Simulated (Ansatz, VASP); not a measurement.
Two plane-wave programs on SnS

The input INCAR:

```
SYSTEM = SnS
PREC     = Accurate       ! precision mode
ENCUT    = 500            ! plane-wave cutoff, eV
EDIFF    = 1E-7           ! SCF threshold, eV
ISMEAR   = 0              ! smearing method
SIGMA    = 0.01           ! smearing width, eV
LREAL    = .False.        ! projectors in reciprocal space
LASPH    = .True.         ! aspherical terms in the spheres
NELM     = 120            ! most SCF steps
ALGO     = Normal         ! electronic algorithm
ISIF     = 3              ! what is computed and relaxed
LWAVE    = .False.        ! write WAVECAR
LCHARG   = .False.        ! write CHGCAR
IBRION   = 2              ! ionic algorithm
NSW      = 80             ! ionic steps
EDIFFG   = -0.03          ! ionic threshold
GGA_COMPAT= .False.      
NELMIN   = 4
```

File KPOINTS:

```
regular mesh
0
Gamma
  2 5 5
  0 0 0
```

POSCAR

```
SnS
1.0
   11.2000000000      0.0000000000      0.0000000000
    0.0000000000      3.9870000000      0.0000000000
    0.0000000000      0.0000000000      4.3340000000
Sn S
4 4
Direct
    0.1194000000      0.2500000000      0.1198000000
    0.3806000000      0.7500000000      0.6198000000
    0.6194000000      0.2500000000      0.3802000000
    0.8806000000      0.7500000000      0.8802000000
    0.8508000000      0.2500000000      0.4793000000
    0.1492000000      0.7500000000      0.5207000000
    0.3508000000      0.2500000000      0.0207000000
    0.6492000000      0.7500000000      0.9793000000
```

Input for Ansatz:

```yaml
crystal:
  lattice:
    bravais: orthorhombic
    a: 11.2
    b: 3.987
    c: 4.334
  space_group: 62
  setting:
    hermann_mauguin: Pnma
  atoms:
    - { symbol: Sn, position: [0.1194, 0.25, 0.1198] }
    - { symbol: S, position: [0.8508, 0.25, 0.4793] }
kpoints:
  mp_grid:
    grid: [2, 5, 5]
hamiltonian:
  xc: lda
  dispersion: none
scf:
  occupations:
    method: fixed
relax:
  f_tol: 0.03
  cell: {}
```

Alike in both runs: task relaxation of cell and atoms; functional LDA; k mesh 2 × 5 × 5; no spin polarisation.

|  | VASP | Ansatz |
| --- | --- | --- |
| version | VASP 6.6.1 | Ansatz 0.2.0 |
| potentials or method | VASP PAW LDA potentials, release 64 (Sn_d, S) | plane waves, PAW |
| plane-wave cutoff (eV) | 500 | 420 |
| occupations | gaussian, width 0.01 eV | fixed |
| valence electrons in the cell | 80 | 80 |

VASP gave:

```
relaxed volume (Å³/atom)                                        : 22.74
relaxed length of the cell vector where the two differ most in proportion (Å) : 4.213
```

Q: What did Ansatz give for the same quantities?

A: Relaxed volume (Å³/atom): 22.78; relaxed length of the cell vector where the two differ most in proportion (Å): 4.190.

LDA's correlation is that of Perdew and Zunger in VASP and of Perdew and Wang (1992) in Ansatz.
